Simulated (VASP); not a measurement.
# CdSiN2 (P-4m2) in VASP: a series of runs

The runs below take CdSiN2 through single point, with LDA, PBEsol.

Everything below comes from runs of VASP 6.6.1. Logs are shortened: lines on timing, memory, paths and dates and some standing lists are left out, and cuts for length are marked.

**1. The cell of the first run**

It takes space group P-4m2 (No. 115, tetragonal). The conventional cell has a = 3.014 Å, b = 3.014 Å, c = 5.021 Å, α = 90.00°, β = 90.00°, γ = 90.00°. Within 2.9 Å of Cd (site symmetry -4m2) lie 4 N at 2.19 Å. N (site symmetry 2mm) has 2 Si at 1.76 Å and 2 Cd at 2.19 Å within 2.3 Å. Within 2.3 Å of Si (site symmetry -4m2) lie 4 N at 1.76 Å.

**2. Single point, LDA**

Contents of INCAR:

```
  PREC = Accurate
  ENCUT = 520
  EDIFF = 1E-6
  ISMEAR = -1
  SIGMA = 0.02
  LREAL = False
  LASPH = True
  NELM = 100
  ALGO = Normal
  ISIF = 2
  LWAVE = False
  LCHARG = True
  GGA = CA
  LELF = True
  LVHAR = True
  NBANDS = 21
```

Contents of KPOINTS:

```
regular mesh
0
Gamma
  8 8 4
```

Contents of POSCAR:

```
CdSiN2
1.0
    3.0144382322      0.0000000000      0.0000000000
    0.0000000000      3.0144382322      0.0000000000
    0.0000000000      0.0000000000      5.0205008462
Cd N Si
1 2 1
Direct
    0.0000000000      0.0000000000      0.0000000000
    0.0000000000      0.5000000000      0.3174778772
    0.5000000000      0.0000000000      0.6825221228
    0.5000000000      0.5000000000      0.5000000000
```

Potentials or basis: VASP PAW LDA potentials, release 64 (Cd, N, Si).

Command:

```sh
$ cat potpaw_LDA.64/Cd/POTCAR potpaw_LDA.64/N/POTCAR potpaw_LDA.64/Si/POTCAR > POTCAR
$ mpirun -np 1 vasp_std > vasp.out
```

OUTCAR:

```text
PREC = Accurate
   ENCUT = 520
   EDIFF = 1E-6
   ISMEAR = -1
   LREAL = False
   LASPH = True
   NELM = 100
   ISIF = 2
   GGA = CA

 ion  position               nearest neighbor table
   1  0.000  0.000  0.000-   2 2.19   3 2.19   2 2.19   3 2.19   4 3.29   4 3.29   4 3.29   4 3.29
                             4 3.29   4 3.29   4 3.29   4 3.29
   2  0.000  0.500  0.317-   4 1.76   4 1.76   1 2.19   1 2.19
   3  0.500  0.000  0.683-   4 1.76   4 1.76   1 2.19   1 2.19
   4  0.500  0.500  0.500-   2 1.76   3 1.76   3 1.76   2 1.76   1 3.29   1 3.29   1 3.29   1 3.29
                             1 3.29   1 3.29   1 3.29   1 3.29

  LATTYP: Found a simple tetragonal cell.
 ALAT       =     3.0144382322
 C/A-ratio  =     1.6654847303

  Lattice vectors:

 A1 = (   3.0144382322,   0.0000000000,   0.0000000000)
 A2 = (   0.0000000000,   3.0144382322,   0.0000000000)
 A3 = (   0.0000000000,   0.0000000000,   5.0205008462)

Analysis of symmetry for initial positions (statically):
=====================================================================
 Subroutine PRICEL returns:
 Original cell was already a primitive cell.

 Routine SETGRP: Setting up the symmetry group for a
 simple tetragonal supercell.

 Subroutine GETGRP returns: Found  8 space group operations
 (whereof  8 operations were pure point group operations)
 out of a pool of 16 trial point group operations.

The static configuration has the point symmetry D_2d.

Analysis of symmetry for dynamics (positions and initial velocities):
=====================================================================
 Subroutine PRICEL returns:
 Original cell was already a primitive cell.

 Routine SETGRP: Setting up the symmetry group for a
 simple tetragonal supercell.

 Subroutine GETGRP returns: Found  8 space group operations
 (whereof  8 operations were pure point group operations)
 out of a pool of 16 trial point group operations.

The dynamic configuration has the point symmetry D_2d.

 Subroutine INISYM returns: Found  8 space group operations
 (whereof  8 operations are pure point group operations),
 and found     1 'primitive' translations

----------------------------------------------------------------------------------------

                                     Primitive cell

  volume of cell :      45.6205

  direct lattice vectors                    reciprocal lattice vectors
     3.014438232  0.000000000  0.000000000     0.331736769  0.000000000  0.000000000
[... 79 lines left out ...]
   NGXF,Y,Z  is equivalent  to a cutoff of  26.47, 26.47, 26.49 a.u.
 SYSTEM =  unknown system
   PREC   = accura    normal or accurate (medium, high low for compatibility)
   ISTART =      0    job   : 0-new  1-cont  2-samecut
   ICHARG =      2    charge: 1-file 2-atom 10-const
   ISPIN  =      1    spin polarized calculation?
   LNONCOLLINEAR =      F non collinear calculations
   LSORBIT =      F    spin-orbit coupling
   LASPH  =      T    aspherical Exc in radial PAW
   ENCUT  =  520.0 eV  38.22 Ry    6.18 a.u.   5.60  5.60  9.33*2*pi/ulx,y,z
   NELM   =    100;   NELMIN=  2; NELMDL= -5     # of ELM steps
   EDIFF  = 0.1E-05   stopping-criterion for ELM
   LREAL  =      F    real-space projection
[... 7 lines left out ...]
   TEBEG  =    0.0;   TEEND  =   0.0 temperature during run
   PSTRESS=    0.0 pullay stress
   NELECT =      26.0000    total number of electrons
   NUPDOWN=      -1.0000    fix difference up-down
   EMIN   =  10.00;   EMAX   =-10.00  energy-range for DOS
   EFERMI =   0.00;   METHOD = LEGACY
   ISMEAR =    -1;   SIGMA  =   0.02  broadening in eV -4-tet -1-fermi 0-gaus
   EFERMI_NEDOS =   21; number of points for ismear=-14 and -15
   IALGO  =     38    algorithm
   IMIX   =      4    mixing-type and parameters
     AMIX     =   0.40;   BMIX     =  1.00
     AMIX_MAG =   1.60;   BMIX_MAG =  1.00
  volume/ion in A,a.u.               =      11.41        76.97
  Fermi-wavevector in a.u.,A,eV,Ry     =   1.357311  2.564946 25.065917  1.842293
  Thomas-Fermi vector in A             =   2.484240
   LORBIT       =      0    0 simple, 1 ext, 2 COOP (PROOUT), +10 PAW based schemes
   GGA     = CA    functional components
   LHFCALC =     F    Hartree Fock is set to
   AEXX    =    0.0000 exact exchange contribution
   IVDW    =     0    specifies the selected vdW correction
   LEPSILON=     F    determine dielectric tensor
   LRPA    =     F    only Hartree local field effects (RPA)
 non-spin polarized calculation
  energy-cutoff  :      520.00
  volume of cell :       45.62
 maximum number of plane-waves:      1250
 NGX is ok and might be reduce to    24
   NGX = 11   NGY = 11   NGZ = 19

 number of electron      26.0000005 magnetization

 Free energy of the ion-electron system (eV)
  ---------------------------------------------------
  ext. energy  EPLUGINS =         0.00000000
  ---------------------------------------------------
  free energy    TOTEN  =       -27.83844504 eV

  energy without entropy =      -27.83844504  energy(sigma->0) =      -27.83844504

 E-fermi :   5.7930     XC(G=0): -11.9602

 val. band max:        5.3557922604   @ k =   0.5000   0.0000   0.5000
 cond. band min:       6.7712032399   @ k =   0.0000   0.0000   0.0000
 fundamental gap:      1.4154109795
 Fermi energy:         5.7929526786

 k-point     1 :       0.0000    0.0000    0.0000
  band No.  band energies     occupation
      1     -11.6880      2.00000
      2      -8.5572      2.00000
      3      -3.2162      2.00000
      4      -2.9838      2.00000
      5      -2.3316      2.00000
      6      -2.3316      2.00000
[... 565 lines left out ...]
     20      17.1844      0.00000
     21      18.5528      0.00000

 [... further k-points ...]
[... 5 lines left out ...]
  --------------------------------------------------------------------------------------
  -------------------------------------------------------------------------------------
  Total        0.3403397      0.3403397      0.5231667      0.0000000      0.0000000     -0.0000000
  in kB       11.9526268     11.9526268     18.3734552      0.0000000      0.0000000     -0.0000000
  external PRESSURE =      14.0929029 kB  Pullay stress =       0.0000000 kB

 VOLUME and BASIS-vectors are now :
 -----------------------------------------------------------------------------
  energy-cutoff  :      520.00
  volume of cell :       45.62
      direct lattice vectors                 reciprocal lattice vectors
     3.014438232  0.000000000  0.000000000     0.331736769  0.000000000  0.000000000
     0.000000000  3.014438232  0.000000000     0.000000000  0.331736769  0.000000000
     0.000000000  0.000000000  5.020500846     0.000000000  0.000000000  0.199183315

 POSITION                                       TOTAL-FORCE (eV/Angst)
 -----------------------------------------------------------------------------------
      0.00000      0.00000      0.00000         0.000000      0.000000      0.000000
      0.00000      1.50722      1.59390         0.000000      0.000000      0.112538
      1.50722      0.00000      3.42660         0.000000      0.000000     -0.112538
      1.50722      1.50722      2.51025         0.000000     -0.000000      0.000000
 -----------------------------------------------------------------------------------
    total drift:                                0.000000      0.000000      0.000000

  FREE ENERGIE OF THE ION-ELECTRON SYSTEM (eV)
  ---------------------------------------------------
  free  energy   TOTEN  =       -27.8384450383 eV

  energy  without entropy=      -27.8384450383  energy(sigma->0) =      -27.83844504
```

Run time: 14 s. Hardware: 1 thread of Intel Xeon 6975P-C (Granite Rapids), shared host; peak memory 0.17 GiB.

What came out:

* Free energy: -27.8384 eV
* Pressure: 1.4 GPa
* Largest force: 0.113 eV/Å
* Band gap on the k mesh: 1.42 eV, indirect (least direct gap 1.43 eV)

Forces in eV/Å, atoms in the order of the input:
```
Cd   0.000  0.000  0.000
N    0.000  0.000  0.113
N    0.000  0.000 -0.113
Si   0.000  0.000  0.000
```

Levels at points of the mesh, in eV from the valence-band top:
```
           k point  band 9  band 10  band 11  band 12  band 13  band 14  band 15  band 16  band 17  band 18
(0.00, 0.00, 0.00)   -4.05    -4.05    -2.56    -0.02    -0.02     1.42     4.36     6.36    10.82    11.04
(0.50, 0.00, 0.00)   -5.07    -3.40    -3.24    -3.19    -0.12     4.19     5.49     5.51     9.34    10.06
(0.50, 0.50, 0.00)   -5.11    -3.87    -2.51    -2.51    -1.80     2.81     2.81     6.72     7.28    10.94
(0.00, 0.00, 0.50)   -3.81    -3.63    -3.63    -0.52    -0.52     3.87     4.03     4.41     8.09    11.84
(0.50, 0.00, 0.50)   -5.40    -3.27    -1.90    -1.43     0.00     3.38     4.19     6.24     8.99     9.33
(0.50, 0.50, 0.50)   -4.61    -4.45    -3.54    -3.54    -1.94     5.57     5.57     7.68     7.68     8.74
```

[end of part 1 of 2]
